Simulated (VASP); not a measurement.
Write the native input for VASP 6.6.1 that does the following.

* Task: single point
* Functional: PBEsol
* Potentials or basis: VASP PAW PBE potentials, release 64 (Sn_d)
* Cutoff: 520 eV
* k mesh: 11 × 11 × 11
* Occupations: methfessel-paxton, width 0.1 eV
* Spin: no spin polarisation
* Dipole correction: no
* Further INCAR settings: ALGO = Normal; EDIFF = 1e-06; NBANDS = 13

The structure of Sn lies in POSCAR:

```
Sn
1.0
   -1.8946518200      1.8946518200      1.8946518200
    1.8946518200     -1.8946518200      1.8946518200
    1.8946518200      1.8946518200     -1.8946518200
Sn
1
Direct
    0.0000000000      0.0000000000      0.0000000000
```

The input as run:

INCAR

```
PREC     = Accurate       # precision mode
ENCUT    = 520            # plane-wave cutoff, eV
EDIFF    = 1E-6           # SCF threshold, eV
ISMEAR   = 1              # smearing method
SIGMA    = 0.1            # smearing width, eV
LREAL    = F              # projectors in reciprocal space
LASPH    = T              # aspherical terms in the spheres
NELM     = 60             # most SCF steps
ALGO     = Normal         # electronic algorithm
ISIF     = 2              # what is computed and relaxed
LWAVE    = F              # write WAVECAR
LCHARG   = T              # write CHGCAR
GGA      = PS             # functional
LELF     = T              # ELF
LVHAR    = T            
NBANDS   = 13             # bands
```

KPOINTS

```
regular mesh
0
Gamma
  11 11 11
```

Potentials or basis: VASP PAW PBE potentials, release 64 (Sn_d).

Run with:

```sh
$ cat potpaw_PBE.64/Sn_d/POTCAR > POTCAR
$ mpirun -np 1 vasp_std > vasp.out
```

Results of the run:

The pressure is -1.6 GPa. The band gap on the k mesh is zero (band 7 reaches 15.86 eV, above the bottom of band 8 at 5.54 eV).

Caveat: the PAW data sets were made with another functional, which shifts forces and pressure a little; spin-orbit coupling is left out, which moves the levels of the heavy elements.

It took 8.4 s on 1 thread of Intel Xeon 6975P-C, with other jobs on the host, peak memory 0.15 GiB.
